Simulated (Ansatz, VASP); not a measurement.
# One calculation of TiRh, two programs

The input INCAR:

```
SYSTEM = TiRh
PREC = Accurate ; ENCUT = 520
EDIFF = 1E-7 ; ISMEAR = -1
SIGMA = 0.1 ; LREAL = .FALSE.
LASPH = .TRUE. ; NELM = 60
ALGO = Normal ; ISIF = 2
LWAVE = .FALSE. ; LCHARG = .TRUE.
LELF = .TRUE. ; LVHAR = .TRUE.
NBANDS = 20
```

KPOINTS

```
regular mesh
0
G
  11 11 11
  0 0 0
```

File POSCAR:

```
TiRh
1.0
    3.2086560000      0.0000000000      0.0000000000
    0.0000000000      3.2086560000      0.0000000000
    0.0000000000      0.0000000000      3.1152000000
Ti Rh
1 1
Direct
    0.5000000000      0.5000000000      0.5000000000
    0.0000000000      0.0000000000      0.0000000000
```

Input for Ansatz:

```yaml
crystal:
  lattice:
    - [3.2086560000000004, 0.0, 0.0]
    - [0.0, 3.2086560000000004, 0.0]
    - [0.0, 0.0, 3.1152]
  atoms:
    - { symbol: Ti, position: [0.5, 0.5, 0.5] }
    - { symbol: Rh, position: [0.0, 0.0, 0.0] }
basis:
  ecutwfc: 517.016338673772
kpoints:
  mp_grid:
    grid: [11, 11, 11]
hamiltonian:
  xc: lda
  pseudopotentials:
    kind: paw
scf:
  convergence:
    dr2_threshold: 1.0e-09
  occupations:
    method: fermi_dirac
    width: 0.1
output:
  stress: true
```

Alike in both runs: task single point; functional LDA; k mesh 11 × 11 × 11; occupations fermi-dirac, width 0.1 eV; no spin polarisation.

|  | VASP | Ansatz |
| --- | --- | --- |
| version | VASP 6.6.1 | Ansatz 0.2.0 |
| potentials or method | VASP PAW LDA potentials, release 64 (Ti_sv, Rh_pv), cutoff 520 eV | plane waves, PAW |
| valence electrons in the cell | 27 | 29 |

Ansatz gave:

| Quantity | Value |
| --- | --- |
| pressure (GPa) | -21.3 |
| traceless stress, the component that is largest in VASP (GPa) | -0.96 |

**Question.** Estimate VASP's values.

**Answer.** Pressure (GPa): -20.9; traceless stress, the component that is largest in VASP (GPa): -0.93.

LDA's correlation is that of Perdew and Zunger in VASP and of Perdew and Wang (1992) in Ansatz. VASP's potentials hold 27 valence electrons a cell and Ansatz's 29, so a difference there can come from the potentials and not from the codes. Ansatz's warnings: stress scf threshold loose.
